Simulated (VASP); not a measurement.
# ZnSe (F-43m) in VASP: single point with PBEsol

Aim: the single point of ZnSe with PBEsol.

Program: VASP 6.6.1. These are calculated values, not measurements. Logs are shortened: lines on timing, memory, paths and dates and some standing lists are left out, and cuts for length are marked.

### 1 The cell of the first run

The structure is cubic, space group F-43m (No. 216). The conventional cell has a = 5.634 Å, b = 5.634 Å, c = 5.634 Å, α = 90.00°, β = 90.00°, γ = 90.00°. Within 3.2 Å of Zn (site symmetry -43m) lie 4 Se at 2.44 Å. Within 3.2 Å of Se (site symmetry -43m) lie 4 Zn at 2.44 Å.

### 2 Single point, PBEsol

The input, INCAR:

```
SYSTEM = ZnSe
ALGO = Normal
EDIFF = 1E-6
ENCUT = 500
GGA = PS
GGA_COMPAT = .False.
ISIF = 2
ISMEAR = 0
LASPH = .True.
LCHARG = .True.
LELF = .True.
LREAL = .False.
LVHAR = .True.
LWAVE = .False.
NBANDS = 16
NELM = 120
PREC = Accurate
SIGMA = 0.02
```

The input, KPOINTS:

```
k-points
0
Gamma
  8 8 8
  0 0 0
```

The input, POSCAR:

```
ZnSe
1.0
    0.0000000000      2.8168001100      2.8168001100
    2.8168001100      0.0000000000      2.8168001100
    2.8168001100      2.8168001100      0.0000000000
Zn Se
1 1
Direct
    0.0000000000      0.0000000000      0.0000000000
    0.2500000000      0.2500000000      0.2500000000
```

Potentials or basis: VASP PAW PBE potentials, release 64 (Zn, Se).

Command:

```
cat potpaw_PBE.64/Zn/POTCAR potpaw_PBE.64/Se/POTCAR > POTCAR
mpirun -np 1 vasp_std > vasp.out
```

OUTCAR:

```text
SYSTEM = ZnSe
   EDIFF = 1E-6
   ENCUT = 500
   GGA = PS
   ISIF = 2
   ISMEAR = 0
   LASPH = .True.
   LREAL = .False.
   NELM = 120
   PREC = Accurate

 ion  position               nearest neighbor table
   1  0.000  0.000  0.000-   2 2.44   2 2.44   2 2.44   2 2.44
   2  0.250  0.250  0.250-   1 2.44   1 2.44   1 2.44   1 2.44

  LATTYP: Found a face centered cubic cell.
 ALAT       =     5.6336002200

  Lattice vectors:

 A1 = (   0.0000000000,   2.8168001100,   2.8168001100)
 A2 = (   2.8168001100,   0.0000000000,   2.8168001100)
 A3 = (   2.8168001100,   2.8168001100,   0.0000000000)

Analysis of symmetry for initial positions (statically):
=====================================================================
 Subroutine PRICEL returns:
 Original cell was already a primitive cell.

 Routine SETGRP: Setting up the symmetry group for a
 face centered cubic supercell.

 Subroutine GETGRP returns: Found 24 space group operations
 (whereof 24 operations were pure point group operations)
 out of a pool of 48 trial point group operations.

The static configuration has the point symmetry T_d .

Analysis of symmetry for dynamics (positions and initial velocities):
=====================================================================
 Subroutine PRICEL returns:
 Original cell was already a primitive cell.

 Routine SETGRP: Setting up the symmetry group for a
 face centered cubic supercell.

 Subroutine GETGRP returns: Found 24 space group operations
 (whereof 24 operations were pure point group operations)
 out of a pool of 48 trial point group operations.

The dynamic configuration has the point symmetry T_d .

 Subroutine INISYM returns: Found 24 space group operations
 (whereof 24 operations are pure point group operations),
 and found     1 'primitive' translations

----------------------------------------------------------------------------------------

                                     Primitive cell

  volume of cell :      44.6990

  direct lattice vectors                    reciprocal lattice vectors
     0.000000000  2.816800110  2.816800110    -0.177506383  0.177506383  0.177506383
     2.816800110  0.000000000  2.816800110     0.177506383 -0.177506383  0.177506383
     2.816800110  2.816800110  0.000000000     0.177506383  0.177506383 -0.177506383

  length of vectors
     3.983556918  3.983556918  3.983556918     0.307450075  0.307450075  0.307450075

[... 73 lines left out ...]
   ICHARG =      2    charge: 1-file 2-atom 10-const
   ISPIN  =      1    spin polarized calculation?
   LNONCOLLINEAR =      F non collinear calculations
   LSORBIT =      F    spin-orbit coupling
   LASPH  =      T    aspherical Exc in radial PAW
   ENCUT  =  500.0 eV  36.75 Ry    6.06 a.u.   7.26  7.26  7.26*2*pi/ulx,y,z
   NELM   =    120;   NELMIN=  2; NELMDL= -5     # of ELM steps
   EDIFF  = 0.1E-05   stopping-criterion for ELM
   LREAL  =      F    real-space projection
[... 7 lines left out ...]
   TEBEG  =    0.0;   TEEND  =   0.0 temperature during run
   PSTRESS=    0.0 pullay stress
   NELECT =      18.0000    total number of electrons
   NUPDOWN=      -1.0000    fix difference up-down
   EMIN   =  10.00;   EMAX   =-10.00  energy-range for DOS
   EFERMI =   0.00;   METHOD = LEGACY
   ISMEAR =     0;   SIGMA  =   0.02  broadening in eV -4-tet -1-fermi 0-gaus
   EFERMI_NEDOS =   21; number of points for ismear=-14 and -15
   IALGO  =     38    algorithm
   IMIX   =      4    mixing-type and parameters
     AMIX     =   0.40;   BMIX     =  1.00
     AMIX_MAG =   1.60;   BMIX_MAG =  1.00
  volume/ion in A,a.u.               =      22.35       150.82
  Fermi-wavevector in a.u.,A,eV,Ry     =   1.208926  2.284538 19.884936  1.461502
  Thomas-Fermi vector in A             =   2.344519
   LORBIT       =      0    0 simple, 1 ext, 2 COOP (PROOUT), +10 PAW based schemes
   GGA     = PS    functional components
   LHFCALC =     F    Hartree Fock is set to
   AEXX    =    0.0000 exact exchange contribution
   IVDW    =     0    specifies the selected vdW correction
   LEPSILON=     F    determine dielectric tensor
   LRPA    =     F    only Hartree local field effects (RPA)
 non-spin polarized calculation
 Gauss-broadening in eV      SIGMA  =   0.02
  energy-cutoff  :      500.00
  volume of cell :       44.70
 maximum number of plane-waves:      1158
 NGX is ok and might be reduce to    30
   NGX = 15   NGY = 15   NGZ = 15

 number of electron      17.9999998 magnetization

 Free energy of the ion-electron system (eV)
  ---------------------------------------------------
  ext. energy  EPLUGINS =         0.00000000
  ---------------------------------------------------
  free energy    TOTEN  =        -6.77303821 eV

  energy without entropy =       -6.77303821  energy(sigma->0) =       -6.77303821

 E-fermi :   1.7744     XC(G=0):  -9.6086

 val. band max:        1.6443798166   @ k =   0.0000   0.0000   0.0000
 cond. band min:       2.8869529791   @ k =   0.0000   0.0000   0.0000
 fundamental gap:      1.2425731625
 Fermi energy:         1.7744236883

 k-point     1 :       0.0000    0.0000    0.0000
  band No.  band energies     occupation
      1     -11.7598      2.00000
      2      -4.9800      2.00000
      3      -4.9800      2.00000
      4      -4.9800      2.00000
      5      -4.5918      2.00000
      6      -4.5918      2.00000
[... 433 lines left out ...]
      3      -4.8336      2.00000
      4      -4.6285      2.00000
      5      -4.5850      2.00000
      6      -4.3739      2.00000
[... 8 lines left out ...]
     15      14.3310      0.00000
     16      15.1833      0.00000

 [... further k-points ...]

------------------------ aborting loop because EDIFF is reached ----------------------------------------

  FORCE on cell =-STRESS in cart. coord.  units (eV):
  Direction    XX          YY          ZZ          XY          YZ          ZX
  --------------------------------------------------------------------------------------
  -------------------------------------------------------------------------------------
  Total        0.0720081      0.0720081      0.0720081      0.0000000      0.0000000      0.0000000
  in kB        2.5810351      2.5810351      2.5810351      0.0000000      0.0000000      0.0000000
  external PRESSURE =       2.5810351 kB  Pullay stress =       0.0000000 kB

 VOLUME and BASIS-vectors are now :
 -----------------------------------------------------------------------------
  energy-cutoff  :      500.00
  volume of cell :       44.70
      direct lattice vectors                 reciprocal lattice vectors
     0.000000000  2.816800110  2.816800110    -0.177506383  0.177506383  0.177506383
     2.816800110  0.000000000  2.816800110     0.177506383 -0.177506383  0.177506383
     2.816800110  2.816800110  0.000000000     0.177506383  0.177506383 -0.177506383

 POSITION                                       TOTAL-FORCE (eV/Angst)
 -----------------------------------------------------------------------------------
      0.00000      0.00000      0.00000         0.000000     -0.000000      0.000000
      1.40840      1.40840      1.40840        -0.000000      0.000000     -0.000000
 -----------------------------------------------------------------------------------
    total drift:                                0.000000      0.000000      0.000000

  FREE ENERGIE OF THE ION-ELECTRON SYSTEM (eV)
  ---------------------------------------------------
  free  energy   TOTEN  =        -6.7730382109 eV

  energy  without entropy=       -6.7730382109  energy(sigma->0) =       -6.77303821
```

OSZICAR:

```text
N       E                     dE             d eps       ncg     rms          rms(c)
DAV:   1     0.838962325588E+02    0.83896E+02   -0.84125E+03   928   0.123E+03
DAV:   2    -0.181297274173E+01   -0.85709E+02   -0.80589E+02  1032   0.247E+02
DAV:   3    -0.703875518996E+01   -0.52258E+01   -0.52083E+01  1128   0.601E+01
DAV:   4    -0.707792916888E+01   -0.39174E-01   -0.39171E-01  1120   0.555E+00
DAV:   5    -0.707810515950E+01   -0.17599E-03   -0.17599E-03  1192   0.341E-01    0.482E+00
DAV:   6    -0.679533015926E+01    0.28278E+00   -0.62915E-01  1232   0.273E+01    0.374E+00
DAV:   7    -0.677586346469E+01    0.19467E-01   -0.16692E-01  1080   0.385E+00    0.163E+00
DAV:   8    -0.677319740784E+01    0.26661E-02   -0.39704E-03  1232   0.676E-01    0.431E-01
DAV:   9    -0.677299360523E+01    0.20380E-03   -0.84300E-04  1080   0.304E-01    0.643E-02
DAV:  10    -0.677304958734E+01   -0.55982E-04   -0.21006E-04  1248   0.173E-01    0.217E-02
DAV:  11    -0.677303792852E+01    0.11659E-04   -0.36327E-05  1272   0.828E-02    0.423E-03
DAV:  12    -0.677303821095E+01   -0.28243E-06   -0.56541E-06  1152   0.159E-02
   1 F= -.67730382E+01 E0= -.67730382E+01  d E =-.287717E-22
```

stdout:

```text
POSCAR found type information on POSCAR ZnSe
 POSCAR found :  2 types and       2 ions
 scaLAPACK will be used
 -----------------------------------------------------------------------------
|                                                                             |
|                                                                             |
|     You enforced a specific xc type in the INCAR file but a different       |
|     I HOPE YOU KNOW WHAT YOU ARE DOING!                                     |
|                                                                             |
 -----------------------------------------------------------------------------

 LDA part: xc-table for (Slater+PW92), standard interpolation
 POSCAR, INCAR and KPOINTS ok, starting setup
 FFT: planning ... GRIDC
 FFT: planning ... GRID_SOFT
 FFT: planning ... GRID
 WAVECAR not read
 entering main loop
```

Wall time 23 s (1 thread of Intel Xeon 6975P-C (Granite Rapids), shared host); peak memory 0.17 GiB.

What came out:

| Item | Value |
| --- | --- |
| Free energy | -6.7730 eV |
| Pressure | 0.3 GPa |
| Band gap on the k mesh | 1.24 eV |

Caveat: the PAW data sets were made with another functional, which shifts forces and pressure a little.
